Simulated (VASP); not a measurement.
The system is ReSe3.

```
CELL_PARAMETERS angstrom
-3.06170 3.06170 3.06170
3.06170 -3.06170 3.06170
3.06170 3.06170 -3.06170
ATOMIC_POSITIONS crystal
Re 0.00000 0.00000 0.00000
Se 0.00000 0.50000 0.50000
Se 0.50000 0.00000 0.50000
Se 0.50000 0.50000 0.00000
```

The cell was built from a structure type or drawn by symmetry, and may not be a known phase.

```yaml
Program: VASP 6.6.1
Task: relaxation of cell and atoms
Functional: PBE
Potentials_or_basis: VASP PAW PBE potentials, release 64 (Re, Se)
Cutoff: 600 eV
k_mesh: 4 × 4 × 4
Occupations: gaussian, width 0.1 eV
Spin: collinear spin
Starting_moments: "[1.0, 0.0, 0.0, 0.0] μB"
```

At the start: pressure -13.0 GPa; volume 28.70 Å³/atom.

Q: How do energy, volume and symmetry change on relaxing?

A: Over 4 steps the energy falls by 672.6 meV/atom and the volume is 18.82 Å³/atom (-34.4 %); space group Im-3m (No. 229, to 0.1 Å) before and after; moment 1.26 μB per cell.

The path:
| step | energy change (eV) | largest force (eV/Å) | pressure (GPa) | volume (Å³) |
| --- | --- | --- | --- | --- |
| 1 | 0.0000 | 0.0000 | -12.97 | 114.80 |
| 2 | -2.6100 | 0.0000 | -5.02 | 80.36 |
| 3 | -2.6862 | 0.0000 | -1.25 | 76.46 |
| 4 | -2.6903 | 0.0000 | 0.20 | 75.27 |

Final structure:
```xyz
4
Lattice="-2.6599 2.6599 2.6599 2.6599 -2.6599 2.6599 2.6599 2.6599 -2.6599" Properties=species:S:1:pos:R:3 pbc="T T T"
Re    0.0000    0.0000    0.0000
Se    0.0000    2.6599    2.6599
Se    2.6599    0.0000    2.6599
Se    0.0000    0.0000    2.6599
```

Caveat: the k points lie up to 0.42 Å⁻¹ apart in the final cell; the volume moved by over 15 % at a fixed basis, so the end points are rough.
